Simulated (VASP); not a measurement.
# Na (Fd-3m) in VASP: notebook

Na is run at these levels: PBE; tasks: single point, relaxation of cell and atoms.

Everything below comes from runs of VASP 6.6.1. Logs are shortened: lines on timing, memory, paths and dates and some standing lists are left out, and cuts for length are marked.

### 1 The cell of the first run

It takes space group Fd-3m (No. 227, cubic). Conventional cell: a = 7.584 Å, b = 7.584 Å, c = 7.584 Å, α = 90.00°, β = 90.00°, γ = 90.00°. Within 4.3 Å of Na (site symmetry -43m) lie 4 Na at 3.28 Å.

### 2 Single point, PBE

INCAR reads:

```
ALGO = Normal
EDIFF = 1E-6
ENCUT = 520
GGA = PE
ISIF = 2
ISMEAR = 0
LASPH = T
LCHARG = T
LELF = T
LREAL = F
LVHAR = T
LWAVE = F
NBANDS = 14
NELM = 100
PREC = Accurate
SIGMA = 0.1
```

KPOINTS reads:

```
k-points
0
Gamma
  14 14 14
```

POSCAR reads:

```
Na
1.0
    0.0000000000      3.7917977989      3.7917977989
    3.7917977989      0.0000000000      3.7917977989
    3.7917977989      3.7917977989      0.0000000000
Na
2
Direct
    0.5000000000      0.5000000000      0.5000000000
    0.7500000000      0.7500000000      0.7500000000
```

Potentials or basis: VASP PAW PBE potentials, release 64 (Na_pv).

Command:

```bash
$ cat potpaw_PBE.64/Na_pv/POTCAR > POTCAR
$ mpirun -np 1 vasp_std > vasp.out
```

OUTCAR:

```text
EDIFF = 1E-6
   ENCUT = 520
   GGA = PE
   ISIF = 2
   ISMEAR = 0
   LASPH = T
   LREAL = F
   NELM = 100
   PREC = Accurate

 ion  position               nearest neighbor table
   1  0.500  0.500  0.500-
   2  0.750  0.750  0.750-

  LATTYP: Found a face centered cubic cell.
 ALAT       =     7.5835955978

  Lattice vectors:

 A1 = (   0.0000000000,   3.7917977989,   3.7917977989)
 A2 = (   3.7917977989,   0.0000000000,   3.7917977989)
 A3 = (   3.7917977989,   3.7917977989,   0.0000000000)

Analysis of symmetry for initial positions (statically):
=====================================================================
 Subroutine PRICEL returns:
 Original cell was already a primitive cell.

 Routine SETGRP: Setting up the symmetry group for a
 face centered cubic supercell.

 Subroutine GETGRP returns: Found 48 space group operations
 (whereof 24 operations were pure point group operations)
 out of a pool of 48 trial point group operations.

The static configuration has the point symmetry T_d .
 The point group associated with its full space group is O_h .

Analysis of symmetry for dynamics (positions and initial velocities):
=====================================================================
 Subroutine PRICEL returns:
 Original cell was already a primitive cell.

 Routine SETGRP: Setting up the symmetry group for a
 face centered cubic supercell.

 Subroutine GETGRP returns: Found 48 space group operations
 (whereof 24 operations were pure point group operations)
 out of a pool of 48 trial point group operations.

The dynamic configuration has the point symmetry T_d .
 The point group associated with its full space group is O_h .

 Subroutine INISYM returns: Found 48 space group operations
 (whereof 24 operations are pure point group operations),
 and found     1 'primitive' translations

----------------------------------------------------------------------------------------

                                     Primitive cell

  volume of cell :     109.0349

  direct lattice vectors                    reciprocal lattice vectors
     0.000000000  3.791797799  3.791797799    -0.131863571  0.131863571  0.131863571
     3.791797799  0.000000000  3.791797799     0.131863571 -0.131863571  0.131863571
     3.791797799  3.791797799  0.000000000     0.131863571  0.131863571 -0.131863571

  length of vectors
     5.362411873  5.362411873  5.362411873     0.228394405  0.228394405  0.228394405

  position of ions in fractional coordinates (direct lattice)
     0.500000000  0.500000000  0.500000000
     0.750000000  0.750000000  0.750000000

  ion indices of the primitive-cell ions
   primitive index   ion index
                 1           1
                 2           2

----------------------------------------------------------------------------------------

 KPOINTS: k-points

Automatic generation of k-mesh.
 Grid dimensions read from file:
 generate k-points for:   14   14   14

 Generating k-lattice:

  Cartesian coordinates                     Fractional coordinates (reciprocal lattice)
    -0.009418827  0.009418827  0.009418827     0.071428571  0.000000000  0.000000000
     0.009418827 -0.009418827  0.009418827     0.000000000  0.071428571  0.000000000
     0.009418827  0.009418827 -0.009418827     0.000000000  0.000000000  0.071428571

  Length of vectors
     0.016313886  0.016313886  0.016313886

  Shift w.r.t. Gamma in fractional coordinates (k-lattice)
     0.000000000  0.000000000  0.000000000

 Subroutine IBZKPT returns following result:
 ===========================================

 Found    104 irreducible k-points:

 Following reciprocal coordinates:
            Coordinates               Weight
  0.000000  0.000000  0.000000      1.000000
  0.071429  0.000000  0.000000      8.000000
  0.142857  0.000000  0.000000      8.000000
  0.214286  0.000000  0.000000      8.000000
  0.285714  0.000000  0.000000      8.000000
  0.357143  0.000000  0.000000      8.000000
[... 16 lines left out ...]
  0.214286  0.142857  0.000000     24.000000
  0.285714  0.142857  0.000000     24.000000
 [... further k-points ...]
   k-points           NKPTS =    104   k-points in BZ     NKDIM =    104   number of bands    NBANDS=     14
   number of dos      NEDOS =    301   number of ions     NIONS =      2
   total plane-waves  NPLWV =  64000
   dimension x,y,z NGX =    40 NGY =   40 NGZ =   40
   dimension x,y,z NGXF=    80 NGYF=   80 NGZF=   80
   ions per type =               2
   NGX,Y,Z   is equivalent  to a cutoff of  12.40, 12.40, 12.40 a.u.
   NGXF,Y,Z  is equivalent  to a cutoff of  24.80, 24.80, 24.80 a.u.
 SYSTEM =  unknown system
   PREC   = accura    normal or accurate (medium, high low for compatibility)
   ISTART =      0    job   : 0-new  1-cont  2-samecut
   ICHARG =      2    charge: 1-file 2-atom 10-const
   ISPIN  =      1    spin polarized calculation?
   LNONCOLLINEAR =      F non collinear calculations
   LSORBIT =      F    spin-orbit coupling
[... 25 lines left out ...]
  Fermi-wavevector in a.u.,A,eV,Ry     =   0.825903  1.560730  9.280747  0.682116
  Thomas-Fermi vector in A             =   1.937842
   LORBIT       =      0    0 simple, 1 ext, 2 COOP (PROOUT), +10 PAW based schemes
   GGA     = PE    functional components
   LHFCALC =     F    Hartree Fock is set to
   AEXX    =    0.0000 exact exchange contribution
   IVDW    =     0    specifies the selected vdW correction
   LEPSILON=     F    determine dielectric tensor
   LRPA    =     F    only Hartree local field effects (RPA)
 non-spin polarized calculation
 Gauss-broadening in eV      SIGMA  =   0.10
  energy-cutoff  :      520.00
  volume of cell :      109.03
 maximum number of plane-waves:      2954
   NGX = 19   NGY = 19   NGZ = 19

 number of electron      13.9999986 magnetization

 Free energy of the ion-electron system (eV)
  ---------------------------------------------------
  ext. energy  EPLUGINS =         0.00000000
  ---------------------------------------------------
  free energy    TOTEN  =        -1.95038964 eV

  energy without entropy =       -1.94476616  energy(sigma->0) =       -1.94757790

 E-fermi :  -0.6086     XC(G=0):  -5.4903

 val. band max:       -0.6103867593   @ k =  -0.4286   0.2143   0.0000
 cond. band min:      -0.5670989898   @ k =   0.5000   0.5000   0.0000
 fundamental gap:      0.0432877696
 Fermi energy:        -0.6085747482

 k-point     1 :       0.0000    0.0000    0.0000
  band No.  band energies     occupation
      1     -26.0264      2.00000
      2     -26.0264      2.00000
      3     -26.0264      2.00000
      4     -25.9927      2.00000
      5     -25.9927      2.00000
      6     -25.9927      2.00000
      7      -3.1540      2.00000
      8       3.9664      0.00000
      9       3.9664      0.00000
     10       3.9664      0.00000
     11       4.2911      0.00000
     12       4.2911      0.00000
     13       4.2911      0.00000
     14       5.9691      0.00000

 k-point     2 :       0.0714    0.0000    0.0000
  band No.  band energies     occupation
      1     -26.0266      2.00000
      2     -26.0266      2.00000
      3     -26.0264      2.00000
      4     -25.9928      2.00000
      5     -25.9926      2.00000
      6     -25.9926      2.00000
      7      -3.1136      2.00000
      8       3.3303      0.00000
      9       3.7894      0.00000
     10       3.7894      0.00000
     11       4.5210      0.00000
     12       4.5210      0.00000
     13       4.5586      0.00000
     14       6.1169      0.00000

 k-point     3 :       0.1429    0.0000    0.0000
  band No.  band energies     occupation
      1     -26.0271      2.00000
      2     -26.0271      2.00000
      3     -26.0262      2.00000
      4     -25.9931      2.00000
      5     -25.9921      2.00000
      6     -25.9921      2.00000
      7      -2.9924      2.00000
      8       2.4746      0.00000
      9       3.5697      0.00000
     10       3.5697      0.00000
     11       4.5640      0.00000
     12       4.8444      0.00000
     13       4.8445      0.00000
     14       5.7288      0.00000
[... 324 lines left out ...]
 k-point    23 :       0.2143    0.1429    0.0000
  band No.  band energies     occupation
      1     -26.0287      2.00000
      2     -26.0287      2.00000
      3     -26.0241      2.00000
      4     -25.9954      2.00000
      5     -25.9906      2.00000
      6     -25.9906      2.00000
      7      -2.7908      2.00000
      8       2.2958      0.00000
      9       2.7765      0.00000
     10       3.1350      0.00000
     11       3.6931      0.00000
     12       4.1916      0.00000
     13       5.7623      0.00000
     14       5.8760      0.00000

 k-point    24 :       0.2857    0.1429    0.0000
  band No.  band energies     occupation
      1     -26.0295      2.00000
      2     -26.0294      2.00000
      3     -26.0233      2.00000
      4     -25.9962      2.00000
      5     -25.9899      2.00000
      6     -25.9898      2.00000
      7      -2.5639      2.00000
      8       1.4864      0.00000
      9       2.6426      0.00000
     10       2.9056      0.00000
     11       3.5815      0.00000
     12       4.4446      0.00000
     13       5.7254      0.00000
     14       5.7359      0.00000

 [... further k-points ...]
[... 5 lines left out ...]
  --------------------------------------------------------------------------------------
  -------------------------------------------------------------------------------------
  Total        0.0048034      0.0048034      0.0048034     -0.0000000      0.0000000      0.0000000
  in kB        0.0705818      0.0705818      0.0705818     -0.0000000      0.0000000      0.0000000
  external PRESSURE =       0.0705818 kB  Pullay stress =       0.0000000 kB

 VOLUME and BASIS-vectors are now :
 -----------------------------------------------------------------------------
  energy-cutoff  :      520.00
  volume of cell :      109.03
      direct lattice vectors                 reciprocal lattice vectors
     0.000000000  3.791797799  3.791797799    -0.131863571  0.131863571  0.131863571
     3.791797799  0.000000000  3.791797799     0.131863571 -0.131863571  0.131863571
     3.791797799  3.791797799  0.000000000     0.131863571  0.131863571 -0.131863571

 POSITION                                       TOTAL-FORCE (eV/Angst)
 -----------------------------------------------------------------------------------
      3.79180      3.79180      3.79180         0.000000      0.000000      0.000000
      5.68770      5.68770      5.68770        -0.000000     -0.000000     -0.000000
 -----------------------------------------------------------------------------------
    total drift:                               -0.000000     -0.000000      0.000000

  FREE ENERGIE OF THE ION-ELECTRON SYSTEM (eV)
  ---------------------------------------------------
  free  energy   TOTEN  =        -1.9503896441 eV

  energy  without entropy=       -1.9447661589  energy(sigma->0) =       -1.94757790
```

Wall time 72 s (1 thread of Intel Xeon 6975P-C (Granite Rapids), shared host); peak memory 0.29 GiB.

Results:

```
Free energy            : -1.9504 eV
Pressure               : 0.0 GPa
Band gap on the k mesh : zero (band 7 reaches -0.23 eV, above the bottom of band 8 at -0.91 eV)
```

### 3 Relaxation of cell and atoms, PBE

This run uses another cell than the first one, of 42.20 Å³/atom, 0.774 times its volume.

INCAR reads:

```
PREC = Accurate ; ENCUT = 600
EDIFF = 1E-6 ; ISMEAR = 0
SIGMA = 0.1 ; LREAL = F
LASPH = T ; NELM = 100
ALGO = Normal ; ISIF = 3
LWAVE = F ; LCHARG = F
GGA = PE ; IBRION = 2
NSW = 100 ; EDIFFG = -0.01
```

KPOINTS reads:

```
Automatic mesh
0
Gamma
  14 14 14
```

POSCAR reads:

```
Na
1.0
    0.0000000000      3.4815402320      3.4815402320
    3.4815402320      0.0000000000      3.4815402320
    3.4815402320      3.4815402320      0.0000000000
Na
2
Direct
    0.5000000000      0.5000000000      0.5000000000
    0.7500000000      0.7500000000      0.7500000000
```

Potentials or basis: VASP PAW PBE potentials, release 64 (Na_pv).

Command:

```bash
$ cat potpaw_PBE.64/Na_pv/POTCAR > POTCAR
$ mpirun -np 1 vasp_std > vasp.out
```

It took 4.4 min on 1 thread of Intel Xeon 6975P-C (Granite Rapids), shared host; peak memory 0.29 GiB.

It converged, with:

| Quantity | Value |
| --- | --- |
| Free energy | -1.9497 eV |
| Relaxed volume | 54.59 Å³/atom |
| Relaxed cell | a = 5.365 Å, b = 5.365 Å, c = 5.365 Å, α = 60.00°, β = 60.00°, γ = 60.00° |
| Space group after relaxing (to 0.05 Å) | Fd-3m (No. 227) |
| Energy gained by relaxing | 35.9 meV/atom |
| Ionic steps | 6 |
| Pressure after relaxing | 0.0 GPa |
| Band gap on the k mesh | zero (band 7 reaches -0.23 eV, above the bottom of band 8 at -0.91 eV) |

Step by step:
```csv
step,energy change (eV),largest force (eV/Å),pressure (GPa),volume (Å³)
1,0.0000,0.0000,1.11,84.40
2,-0.0227,0.0000,0.90,88.03
3,-0.0638,0.0000,0.39,99.53
4,-0.0506,0.0000,-0.39,125.47
5,-0.0715,0.0000,-0.04,110.41
6,-0.0718,0.0000,-0.02,109.17
```

Final structure:
```
CELL_PARAMETERS angstrom
0.00000 3.79341 3.79341
3.79341 0.00000 3.79341
3.79341 3.79341 0.00000
ATOMIC_POSITIONS crystal
Na 0.50000 0.50000 0.50000
Na 0.75000 0.75000 0.75000
```

Levels at points of the mesh, in eV from the Fermi level:
```csv
k point,band 5,band 6,band 7,band 8,band 9,band 10
"(0.00, 0.00, 0.00)",-25.38,-25.38,-2.54,4.57,4.57,4.57
"(0.50, 0.00, 0.00)",-25.38,-25.38,-0.82,-0.30,3.84,3.84
"(0.50, 0.50, 0.00)",-25.38,-25.38,0.04,0.04,2.39,2.39
```

Caveat: the volume moved by over 15 % at a fixed basis, so the end points are rough.

### 4 Single point, PBE

This run uses another cell than the first one, of 42.20 Å³/atom, 0.774 times its volume.

INCAR reads:

```
ALGO     = Normal         # electronic algorithm
EDIFF    = 1E-6           # SCF threshold, eV
ENCUT    = 520            # plane-wave cutoff, eV
GGA      = PE             # functional
ISIF     = 2              # what is computed and relaxed
ISMEAR   = 0              # smearing method
LASPH    = True           # aspherical terms in the spheres
LCHARG   = False          # write CHGCAR
LREAL    = False          # projectors in reciprocal space
LWAVE    = False          # write WAVECAR
NBANDS   = 14             # bands
NELM     = 100            # most SCF steps
PREC     = Accurate       # precision mode
SIGMA    = 0.1            # smearing width, eV
```

KPOINTS reads:

```
k-points
0
Gamma
  4 4 4
```

POSCAR is that of step 3.

Command:

```bash
$ cat potpaw_PBE.64/Na_pv/POTCAR > POTCAR
$ mpirun -np 1 vasp_std > vasp.out
```

Run time: 12 s. Hardware: 1 thread of Oxide Virtual Turin-like, shared host; peak memory 0.18 GiB.

Results (log left out):

- Free energy: -1.9430 eV
- Pressure: 1.0 GPa
- Band gap on the k mesh: zero (band 7 reaches 0.68 eV, above the bottom of band 8 at -0.51 eV)

Levels at points of the mesh, in eV from the Fermi level:
| k point | band 3 | band 4 | band 5 | band 6 | band 7 | band 8 | band 9 | band 10 | band 11 | band 12 |
| --- | --- | --- | --- | --- | --- | --- | --- | --- | --- | --- |
| (0.00, 0.00, 0.00) | -25.64 | -25.57 | -25.57 | -25.57 | -3.18 | 5.26 | 5.26 | 5.26 | 5.51 | 5.51 |
| (0.50, 0.00, 0.00) | -25.64 | -25.57 | -25.56 | -25.56 | -0.99 | -0.66 | 4.48 | 4.48 | 4.99 | 4.99 |
| (0.50, 0.50, 0.00) | -25.60 | -25.60 | -25.55 | -25.55 | -0.07 | -0.07 | 2.64 | 2.64 | 3.29 | 3.29 |

Caveat: the k points lie up to 0.39 Å⁻¹ apart.

### 5 Single point, PBE

INCAR reads:

```
SYSTEM = Na
  PREC = Accurate
  ENCUT = 520
  EDIFF = 1E-6
  ISMEAR = 0
  SIGMA = 0.1
  LREAL = .FALSE.
  LASPH = .TRUE.
  NELM = 60
  ALGO = Fast
  ISIF = 2
  LWAVE = .FALSE.
  LCHARG = .FALSE.
  GGA = PE
  NBANDS = 14
```

KPOINTS reads:

```
Automatic mesh
0
G
  12 12 12
  0 0 0
```

POSCAR reads:

```
Na
1.0
    0.0000000000      3.7917977989      3.7917977989
    3.7917977989      0.0000000000      3.7917977989
    3.7917977989      3.7917977989      0.0000000000
Na
2
Direct
    0.5000000000      0.5000000000      0.5000000000
    0.7500000000      0.7500000000      0.7500000000
```

Command:

```bash
$ cat potpaw_PBE.64/Na_pv/POTCAR > POTCAR
$ mpirun -np 1 vasp_std > vasp.out
```

Run time: 73 s. Hardware: 1 thread of Oxide Virtual Turin-like, shared host; peak memory 0.24 GiB.

It converged, with:

| Quantity | Value |
| --- | --- |
| Free energy | -1.9507 eV |
| Pressure | 0.0 GPa |
| Band gap on the k mesh | zero (band 7 reaches -0.19 eV, above the bottom of band 8 at -0.91 eV) |

Levels at points of the mesh, in eV from the Fermi level:
| k point | band 5 | band 6 | band 7 | band 8 | band 9 | band 10 |
| --- | --- | --- | --- | --- | --- | --- |
| (0.00, 0.00, 0.00) | -25.39 | -25.39 | -2.55 | 4.57 | 4.57 | 4.57 |
| (0.50, 0.00, 0.00) | -25.39 | -25.39 | -0.83 | -0.31 | 3.84 | 3.84 |
| (0.50, 0.50, 0.00) | -25.39 | -25.39 | 0.03 | 0.03 | 2.38 | 2.38 |

### 6 Relaxation of cell and atoms, PBE

INCAR reads:

```
ALGO     = Normal         # electronic algorithm
EDIFF    = 1E-6           # SCF threshold, eV
EDIFFG   = -0.01          # ionic threshold
ENCUT    = 600            # plane-wave cutoff, eV
GGA      = PE             # functional
IBRION   = 2              # ionic algorithm
ISIF     = 3              # what is computed and relaxed
ISMEAR   = 0              # smearing method
LASPH    = T              # aspherical terms in the spheres
LCHARG   = F              # write CHGCAR
LREAL    = F              # projectors in reciprocal space
LWAVE    = F              # write WAVECAR
NELM     = 100            # most SCF steps
NSW      = 100            # ionic steps
PREC     = Accurate       # precision mode
SIGMA    = 0.1            # smearing width, eV
```

KPOINTS reads:

```
k-points
0
Gamma
  12 12 12
```

POSCAR is that of step 5.

Potentials or basis: VASP PAW PBE potentials, release 64 (Na_pv).

Command:

```bash
$ cat potpaw_PBE.64/Na_pv/POTCAR > POTCAR
$ mpirun -np 1 vasp_std > vasp.out
```

Wall time 1.7 min (1 thread of Oxide Virtual Turin-like, shared host); peak memory 0.31 GiB.

Results (log left out):

| Quantity | Value |
| --- | --- |
| Free energy | -1.9507 eV |
| Pressure after relaxing | 0.0 GPa |
| Band gap on the k mesh | zero (band 7 reaches -0.19 eV, above the bottom of band 8 at -0.91 eV) |

Final structure:
```
Na
1.0
     0.00000    3.79180    3.79180
     3.79180    0.00000    3.79180
     3.79180    3.79180    0.00000
Na
2
Direct
  0.50000 0.50000 0.50000
  0.75000 0.75000 0.75000
```

Levels at points of the mesh, in eV from the Fermi level:
```csv
k point,band 4,band 5,band 6,band 7,band 8,band 9,band 10,band 11
"(0.00, 0.00, 0.00)",-25.39,-25.39,-25.39,-2.55,4.57,4.57,4.57,4.89
"(0.50, 0.00, 0.00)",-25.40,-25.39,-25.39,-0.83,-0.31,3.84,3.84,4.60
"(0.50, 0.50, 0.00)",-25.41,-25.39,-25.39,0.03,0.03,2.38,2.38,3.01
```

Caveat: the relaxation stopped at its first step, so nothing moved.

### 7 Overview

```tsv
task	cell	k mesh	cutoff (eV)	gap on the mesh (eV)	pressure (GPa)
single point	a = 5.362 Å, angles 60.0°, 2 atoms	14 × 14 × 14	520	none	0.0
relaxation of cell and atoms	relaxed from a = 4.924 Å, angles 60.0°, 2 atoms	14 × 14 × 14	600	none	0.0
single point	a = 4.924 Å, angles 60.0°, 2 atoms	4 × 4 × 4	520	none	1.0
single point	a = 5.362 Å, angles 60.0°, 2 atoms	12 × 12 × 12	520	none	0.0
relaxation of cell and atoms	relaxed from a = 5.362 Å, angles 60.0°, 2 atoms	12 × 12 × 12	600	none	0.0
```

Alike in all rows: level PBE; potentials or basis VASP PAW PBE potentials, release 64 (Na_pv); no spin polarisation; smearing gaussian 0.1 eV.

Caveats: some runs use coarse meshes; the volume moved by over 15 % at a fixed basis, so the end points are rough (some runs); the relaxation stopped at its first step, so nothing moved (some runs).

Total energies depend on the potentials used, so only differences within one code and one set of settings carry meaning.
